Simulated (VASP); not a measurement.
## Ni: single point with BLYP

The system is Ni.

```
CELL_PARAMETERS angstrom
0.00000 1.78658 1.78658
1.78658 0.00000 1.78658
1.78658 1.78658 0.00000
ATOMIC_POSITIONS crystal
Ni 0.00000 0.00000 0.00000
```

```json
{"Program": "VASP 6.6.1", "Task": "single point", "Functional": "BLYP", "Potentials or basis": "VASP PAW PBE potentials, release 64 (Ni)", "Cutoff": "520 eV", "k mesh": "25 × 25 × 25", "Occupations": "fermi-dirac, width 0.1 eV", "Spin": "no spin polarisation"}
```

The pressure is 0.3 GPa. The band gap on the k mesh is zero (bands 5 and 6 overlap by 0.92 eV).

Levels at points of the mesh, in eV from the Fermi level:
| k point | band 1 | band 2 | band 3 | band 4 | band 5 | band 6 | band 7 | band 8 | band 9 | band 10 |
| --- | --- | --- | --- | --- | --- | --- | --- | --- | --- | --- |
| (0.00, 0.00, 0.00) | -8.38 | -1.76 | -1.76 | -1.76 | -0.75 | -0.75 | 23.79 | 27.04 | 27.04 | 27.04 |

Wall time 56 s on 1 thread of Intel(R) Xeon(R) Platinum 8259CL CPU @ 2.50GHz (Skylake/Cascade Lake), with other jobs on the host, peak memory 0.17 GiB.

Caveat: the PAW data sets were made with another functional, which shifts forces and pressure a little; the run has no spin polarisation, though such a crystal can be magnetic. Spin polarisation is off, so any magnetic state and its effect on volume and gap are missing.
